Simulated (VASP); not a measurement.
# ZnAu (P4/mmm) in VASP: single point with PBEsol

Aim: the single point of ZnAu with PBEsol.

Program: VASP 6.6.1. These are calculated values, not measurements. Logs are shortened: lines on timing, memory, paths and dates and some standing lists are left out, and cuts for length are marked.

### Step 1. The cell of the first run

It takes space group P4/mmm (No. 123, tetragonal). The conventional cell has a = 2.911 Å, b = 2.911 Å, c = 3.147 Å, α = 90.00°, β = 90.00°, γ = 90.00°. Within 3.4 Å of Zn (site symmetry 4/mmm) lie 8 Au at 2.59 Å and 6 Zn at 2.91 to 3.15 Å. Within 3.4 Å of Au (site symmetry 4/mmm) lie 8 Zn at 2.59 Å and 6 Au at 2.91 to 3.15 Å.

### Step 2. Single point, PBEsol (strain -0.0750 x Voigt [1, 1, 0, 0, 0, 0])

Contents of INCAR:

```
  ALGO = Fast
  EDIFF = 1E-7
  ENCUT = 520
  GGA = PS
  ISIF = 2
  ISMEAR = 0
  LASPH = T
  LCHARG = F
  LREAL = F
  LWAVE = F
  NBANDS = 18
  NELM = 100
  PREC = Accurate
  SIGMA = 0.15
```

Contents of KPOINTS:

```
k-points
0
Gamma
  16 16 16
```

Contents of POSCAR:

```
ZnAu
1.0
    2.9109750000      0.0000000000      0.0000000000
    0.0000000000      2.9109750000      0.0000000000
    0.0000000000      0.0000000000      3.1470000000
Zn Au
1 1
Direct
    0.5000000000      0.5000000000      0.5000000000
    0.0000000000      0.0000000000      0.0000000000
```

Potentials or basis: VASP PAW PBE potentials, release 64 (Zn, Au).

Run with:

```console
$ cat potpaw_PBE.64/Zn/POTCAR potpaw_PBE.64/Au/POTCAR > POTCAR
$ mpirun -np 1 vasp_std > vasp.out
```

OUTCAR:

```text
EDIFF = 1E-7
   ENCUT = 520
   GGA = PS
   ISIF = 2
   ISMEAR = 0
   LASPH = T
   LREAL = F
   NELM = 100
   PREC = Accurate

 ion  position               nearest neighbor table
   1  0.500  0.500  0.500-   2 2.59   2 2.59   2 2.59   2 2.59   2 2.59   2 2.59   2 2.59   2 2.59

   2  0.000  0.000  0.000-   1 2.59   1 2.59   1 2.59   1 2.59   1 2.59   1 2.59   1 2.59   1 2.59

  LATTYP: Found a simple tetragonal cell.
 ALAT       =     2.9109750000
 C/A-ratio  =     1.0810810811

  Lattice vectors:

 A1 = (   2.9109750000,   0.0000000000,   0.0000000000)
 A2 = (   0.0000000000,   2.9109750000,   0.0000000000)
 A3 = (   0.0000000000,   0.0000000000,   3.1470000000)

Analysis of symmetry for initial positions (statically):
=====================================================================
 Subroutine PRICEL returns:
 Original cell was already a primitive cell.

 Routine SETGRP: Setting up the symmetry group for a
 simple tetragonal supercell.

 Subroutine GETGRP returns: Found 16 space group operations
 (whereof 16 operations were pure point group operations)
 out of a pool of 16 trial point group operations.

The static configuration has the point symmetry D_4h.

Analysis of symmetry for dynamics (positions and initial velocities):
=====================================================================
 Subroutine PRICEL returns:
 Original cell was already a primitive cell.

 Routine SETGRP: Setting up the symmetry group for a
 simple tetragonal supercell.

 Subroutine GETGRP returns: Found 16 space group operations
 (whereof 16 operations were pure point group operations)
 out of a pool of 16 trial point group operations.

The dynamic configuration has the point symmetry D_4h.

 Subroutine INISYM returns: Found 16 space group operations
 (whereof 16 operations are pure point group operations),
 and found     1 'primitive' translations

----------------------------------------------------------------------------------------

                                     Primitive cell

  volume of cell :      26.6670

  direct lattice vectors                    reciprocal lattice vectors
     2.910975000  0.000000000  0.000000000     0.343527512  0.000000000  0.000000000
     0.000000000  2.910975000  0.000000000     0.000000000  0.343527512  0.000000000
     0.000000000  0.000000000  3.147000000     0.000000000  0.000000000  0.317762949

  length of vectors
     2.910975000  2.910975000  3.147000000     0.343527512  0.343527512  0.317762949

  position of ions in fractional coordinates (direct lattice)
     0.500000000  0.500000000  0.500000000
     0.000000000  0.000000000  0.000000000

  ion indices of the primitive-cell ions
   primitive index   ion index
                 1           1
                 2           2

----------------------------------------------------------------------------------------

 KPOINTS: k-points

Automatic generation of k-mesh.
 Grid dimensions read from file:
 generate k-points for:   16   16   16

 Generating k-lattice:

  Cartesian coordinates                     Fractional coordinates (reciprocal lattice)
     0.021470470  0.000000000  0.000000000     0.062500000  0.000000000  0.000000000
     0.000000000  0.021470470  0.000000000     0.000000000  0.062500000  0.000000000
     0.000000000  0.000000000  0.019860184     0.000000000  0.000000000  0.062500000

  Length of vectors
     0.021470470  0.021470470  0.019860184

  Shift w.r.t. Gamma in fractional coordinates (k-lattice)
     0.000000000  0.000000000  0.000000000

 Subroutine IBZKPT returns following result:
 ===========================================

 Found    405 irreducible k-points:

 Following reciprocal coordinates:
            Coordinates               Weight
  0.000000  0.000000  0.000000      1.000000
  0.062500  0.000000  0.000000      4.000000
  0.125000  0.000000  0.000000      4.000000
  0.187500  0.000000  0.000000      4.000000
  0.250000  0.000000  0.000000      4.000000
  0.312500  0.000000  0.000000      4.000000
[... 16 lines left out ...]
  0.437500  0.125000  0.000000      8.000000
  0.500000  0.125000  0.000000      4.000000
 [... further k-points ...]
   k-points           NKPTS =    405   k-points in BZ     NKDIM =    405   number of bands    NBANDS=     18
   number of dos      NEDOS =    301   number of ions     NIONS =      2
   total plane-waves  NPLWV =  13824
   dimension x,y,z NGX =    24 NGY =   24 NGZ =   24
   dimension x,y,z NGXF=    48 NGYF=   48 NGZF=   48
   ions per type =               1   1
   NGX,Y,Z   is equivalent  to a cutoff of  13.71, 13.71, 12.68 a.u.
   NGXF,Y,Z  is equivalent  to a cutoff of  27.41, 27.41, 25.36 a.u.
 SYSTEM =  unknown system
   PREC   = accura    normal or accurate (medium, high low for compatibility)
   ISTART =      0    job   : 0-new  1-cont  2-samecut
   ICHARG =      2    charge: 1-file 2-atom 10-const
   ISPIN  =      1    spin polarized calculation?
   LNONCOLLINEAR =      F non collinear calculations
   LSORBIT =      F    spin-orbit coupling
   LASPH  =      T    aspherical Exc in radial PAW
   ENCUT  =  520.0 eV  38.22 Ry    6.18 a.u.   5.41  5.41  5.85*2*pi/ulx,y,z
   NELM   =    100;   NELMIN=  2; NELMDL= -5     # of ELM steps
   EDIFF  = 0.1E-06   stopping-criterion for ELM
   LREAL  =      F    real-space projection
   EDIFFG = 0.1E-05   stopping-criterion for IOM
   NSW    =      0    number of steps for IOM
   IBRION =     -1    ionic relax: 0-MD 1-quasi-New 2-CG
   NFREE  =      0    steps in history (QN), initial steepest desc. (CG)
   ISIF   =      2    stress and relaxation
   ISYM   =      2    0-nonsym 1-usesym 2-fastsym
   POTIM  = 0.5000    time-step for ionic-motion
   TEBEG  =    0.0;   TEEND  =   0.0 temperature during run
   PSTRESS=    0.0 pullay stress
   NELECT =      23.0000    total number of electrons
   NUPDOWN=      -1.0000    fix difference up-down
   EMIN   =  10.00;   EMAX   =-10.00  energy-range for DOS
   EFERMI =   0.00;   METHOD = LEGACY
   ISMEAR =     0;   SIGMA  =   0.15  broadening in eV -4-tet -1-fermi 0-gaus
   EFERMI_NEDOS =   21; number of points for ismear=-14 and -15
   IALGO  =     68    algorithm
   IMIX   =      4    mixing-type and parameters
     AMIX     =   0.40;   BMIX     =  1.00
     AMIX_MAG =   1.60;   BMIX_MAG =  1.00
  volume/ion in A,a.u.               =      13.33        89.98
  Fermi-wavevector in a.u.,A,eV,Ry     =   1.558330  2.944817 33.040302  2.428394
  Thomas-Fermi vector in A             =   2.661851
   LORBIT       =      0    0 simple, 1 ext, 2 COOP (PROOUT), +10 PAW based schemes
   GGA     = PS    functional components
   LHFCALC =     F    Hartree Fock is set to
   AEXX    =    0.0000 exact exchange contribution
   IVDW    =     0    specifies the selected vdW correction
   LEPSILON=     F    determine dielectric tensor
   LRPA    =     F    only Hartree local field effects (RPA)
 non-spin polarized calculation
 RMM-DIIS sequential band-by-band and
 Gauss-broadening in eV      SIGMA  =   0.15
  energy-cutoff  :      520.00
  volume of cell :       26.67
 maximum number of plane-waves:       737
 NGX is ok and might be reduce to    24
   NGX = 11   NGY = 11   NGZ = 11

 number of electron      22.9999993 magnetization

 Free energy of the ion-electron system (eV)
  ---------------------------------------------------
  ext. energy  EPLUGINS =         0.00000000
  ---------------------------------------------------
  free energy    TOTEN  =        -5.63682259 eV

  energy without entropy =       -5.63222377  energy(sigma->0) =       -5.63452318

 E-fermi :   9.0990     XC(G=0): -13.4460

 val. band max:        9.0972710111   @ k =   0.3750   0.1250   0.2500
 cond. band min:       9.1017369995   @ k =   0.4375   0.3750   0.1875
 fundamental gap:      0.0044659884
 Fermi energy:         9.0989850881

 k-point     1 :       0.0000    0.0000    0.0000
  band No.  band energies     occupation
      1      -3.2266      2.00000
      2      -0.0918      2.00000
      3      -0.0405      2.00000
      4       1.0541      2.00000
      5       1.0541      2.00000
      6       1.2440      2.00000
[... 10 lines left out ...]
     17      22.8214      0.00000
     18      26.9029      0.00000

 k-point     2 :       0.0625    0.0000    0.0000
  band No.  band energies     occupation
      1      -3.1428      2.00000
      2      -0.0617      2.00000
      3      -0.0087      2.00000
      4       1.0517      2.00000
      5       1.0650      2.00000
      6       1.2404      2.00000
[... 10 lines left out ...]
     17      23.2559      0.00000
     18      26.9492      0.00000

 k-point     3 :       0.1250    0.0000    0.0000
  band No.  band energies     occupation
      1      -2.8950      2.00000
      2       0.0211      2.00000
      3       0.0864      2.00000
      4       1.0457      2.00000
      5       1.0964      2.00000
      6       1.2305      2.00000
[... 10 lines left out ...]
     17      24.7152      0.00000
     18      27.0042      0.00000

 k-point     4 :       0.1875    0.0000    0.0000
  band No.  band energies     occupation
      1      -2.4947      2.00000
      2       0.1452      2.00000
      3       0.2325      2.00000
      4       1.0389      2.00000
      5       1.1444      2.00000
      6       1.2168      2.00000
[... 10 lines left out ...]
     17      26.7216      0.00000
     18      26.7660      0.00000

 k-point     5 :       0.2500    0.0000    0.0000
  band No.  band energies     occupation
      1      -1.9622      2.00000
      2       0.3015      2.00000
      3       0.4022      2.00000
      4       1.0350      2.00000
      5       1.2028      2.00000
      6       1.2029      2.00000
[... 10 lines left out ...]
     17      25.9177      0.00000
     18      27.1711      0.00000

 k-point     6 :       0.3125    0.0000    0.0000
  band No.  band energies     occupation
      1      -1.3306      2.00000
      2       0.4730      2.00000
      3       0.5643      2.00000
      4       1.0368      2.00000
      5       1.1917      2.00000
      6       1.2632      2.00000
[... 10 lines left out ...]
     17      24.6388      0.00000
     18      25.6427      0.00000

 k-point     7 :       0.3750    0.0000    0.0000
  band No.  band energies     occupation
      1      -0.6565      2.00000
      2       0.6182      2.00000
      3       0.7015      2.00000
      4       1.0442      2.00000
      5       1.1846      2.00000
      6       1.3163      2.00000
[... 10 lines left out ...]
     17      23.2090      0.00000
     18      24.1484      0.00000

 k-point     8 :       0.4375    0.0000    0.0000
  band No.  band energies     occupation
      1      -0.0416      2.00000
      2       0.6532      2.00000
      3       0.8175      2.00000
      4       1.0531      2.00000
      5       1.1814      2.00000
      6       1.3527      2.00000
[... 10 lines left out ...]
     17      21.7744      0.00000
     18      22.9614      0.00000
[... 229 lines left out ...]
     17      26.1146      0.00000
     18      27.1652      0.00000

 k-point    20 :       0.2500    0.1250    0.0000
  band No.  band energies     occupation
      1      -1.6780      2.00000
      2       0.3660      2.00000
      3       0.5044      2.00000
      4       0.8951      2.00000
      5       1.1910      2.00000
      6       1.2488      2.00000
[... 10 lines left out ...]
     17      25.2101      0.00000
     18      26.1025      0.00000

 k-point    21 :       0.3125    0.1250    0.0000
  band No.  band energies     occupation
      1      -1.0891      2.00000
      2       0.5005      2.00000
      3       0.6530      2.00000
      4       0.8886      2.00000
      5       1.2011      2.00000
      6       1.2421      2.00000
[... 10 lines left out ...]
     17      23.8600      0.00000
     18      24.6855      0.00000

 k-point    22 :       0.3750    0.1250    0.0000
  band No.  band energies     occupation
      1      -0.4850      2.00000
      2       0.6004      2.00000
      3       0.7680      2.00000
      4       0.9025      2.00000
      5       1.2068      2.00000
      6       1.2489      2.00000
[... 10 lines left out ...]
     17      23.2299      0.00000
     18      23.7804      0.00000

 k-point    23 :       0.4375    0.1250    0.0000
  band No.  band energies     occupation
      1       0.0304      2.00000
      2       0.6044      2.00000
      3       0.8491      2.00000
      4       0.9314      2.00000
      5       1.1570      2.00000
      6       1.3425      2.00000
[... 10 lines left out ...]
     17      21.7980      0.00000
     18      23.9522      0.00000

 k-point    24 :       0.5000    0.1250    0.0000
  band No.  band energies     occupation
      1       0.2894      2.00000
      2       0.5349      2.00000
      3       0.8817      2.00000
      4       0.9503      2.00000
      5       1.1293      2.00000
      6       1.4051      2.00000
[... 10 lines left out ...]
     17      20.4910      0.00000
     18      24.0825      0.00000

 [... further k-points ...]
[... 5 lines left out ...]
  --------------------------------------------------------------------------------------
  -------------------------------------------------------------------------------------
  Total        4.9186240      4.9186240      4.7064692      0.0000000      0.0000000      0.0000000
  in kB      295.5156671    295.5156671    282.7692035      0.0000000      0.0000000      0.0000000
  external PRESSURE =     291.2668459 kB  Pullay stress =       0.0000000 kB

 VOLUME and BASIS-vectors are now :
 -----------------------------------------------------------------------------
  energy-cutoff  :      520.00
  volume of cell :       26.67
      direct lattice vectors                 reciprocal lattice vectors
     2.910975000  0.000000000  0.000000000     0.343527512  0.000000000  0.000000000
     0.000000000  2.910975000  0.000000000     0.000000000  0.343527512  0.000000000
     0.000000000  0.000000000  3.147000000     0.000000000  0.000000000  0.317762949

 POSITION                                       TOTAL-FORCE (eV/Angst)
 -----------------------------------------------------------------------------------
      1.45549      1.45549      1.57350         0.000000      0.000000      0.000000
      0.00000      0.00000      0.00000         0.000000      0.000000      0.000000
 -----------------------------------------------------------------------------------
    total drift:                                0.000000      0.000000     -0.000000

  FREE ENERGIE OF THE ION-ELECTRON SYSTEM (eV)
  ---------------------------------------------------
  free  energy   TOTEN  =        -5.6368225911 eV

  energy  without entropy=       -5.6322237658  energy(sigma->0) =       -5.63452318
```

Wall time 88 s (1 thread of Intel Xeon Platinum 8375C at 2.90GHz (Ice Lake), shared host); peak memory 0.31 GiB.

What came out:

- Free energy: -5.6368 eV
- Pressure: 29.1 GPa

Stress tensor (GPa, compression positive):
```
29.55  0.00  0.00
 0.00 29.55  0.00
 0.00  0.00 28.28
```

Levels at points of the mesh, in eV from the Fermi level:
```
           k point  band 9  band 10  band 11  band 12  band 13  band 14  band 15  band 16
(0.00, 0.00, 0.00)   -4.11    -4.11    -3.94     3.45     5.98     5.98    10.15    13.43
(0.50, 0.00, 0.00)   -5.79    -5.56    -4.41    -2.04     9.93    10.66    11.63    12.75
(0.50, 0.50, 0.00)   -4.56    -3.09    -2.44    -2.44     2.10     3.88     9.91    12.18
(0.00, 0.00, 0.50)   -5.46    -5.46    -4.16    -3.29    10.98    12.44    12.44    12.77
(0.50, 0.00, 0.50)   -4.28    -3.53    -3.03    -2.87     1.14     3.20    11.85    13.59
(0.50, 0.50, 0.50)   -3.57    -3.06     1.78     3.79     3.79     4.04     4.70     6.31
```

Caveat: the cell differs from its parent crystal (strain -0.0750 x Voigt [1, 1, 0, 0, 0, 0]); the PAW data sets were made with another functional, which shifts forces and pressure a little; spin-orbit coupling is left out, which moves the levels of the heavy elements.
